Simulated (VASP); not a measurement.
**CoC (rocksalt type): single point with PBEsol**

CoC (rocksalt type):

```xyz
2
Lattice="0.0000 1.9679 1.9679 1.9679 0.0000 1.9679 1.9679 1.9679 0.0000" Properties=species:S:1:pos:R:3 pbc="T T T"
Co    0.0000    0.0000    0.0000
C     1.9679    1.9679    1.9679
```

```json
{
  "Program": "VASP 6.6.1",
  "Task": "single point",
  "Functional": "PBEsol",
  "Potentials or basis": "VASP PAW PBE potentials, release 64 (Co_sv, C_h)",
  "Cutoff": "1300 eV",
  "k mesh": "15 × 15 × 15",
  "Occupations": "fermi-dirac, width 0.05 eV",
  "Spin": "collinear spin, ferromagnetic start",
  "Starting moments": "[1.7, 0.0] μB",
  "Dipole correction": "no",
  "Further INCAR settings": "ALGO = Normal; EDIFF = 1e-06; NBANDS = 22"
}
```

The pressure is 6.0 GPa, the net moment is 0.10 μB per cell and the site moments are Co +0.09; C +0.01 μB. The valence electrons inside the program's atomic spheres are Co 15.22; C 1.36.

Levels at points of the mesh, in eV from the Fermi level:
Spin up:
```csv
k point,band 7,band 8,band 9,band 10,band 11,band 12,band 13,band 14
"(0.00, 0.00, 0.00)",-2.80,-2.80,-2.33,-2.33,1.15,1.15,1.15,13.15
```
Spin down:
```tsv
k point	band 7	band 8	band 9	band 10	band 11	band 12	band 13	band 14
(0.00, 0.00, 0.00)	-2.70	-2.70	-2.27	-2.27	1.17	1.17	1.17	13.17
```

Run time: 3.4 min on 1 thread of Intel(R) Xeon(R) 6975P-C (Granite Rapids) (shared host), peak memory 0.41 GiB.

Caveat: the cell stands under pressure; the PAW data sets were made with another functional, which shifts forces and pressure a little.
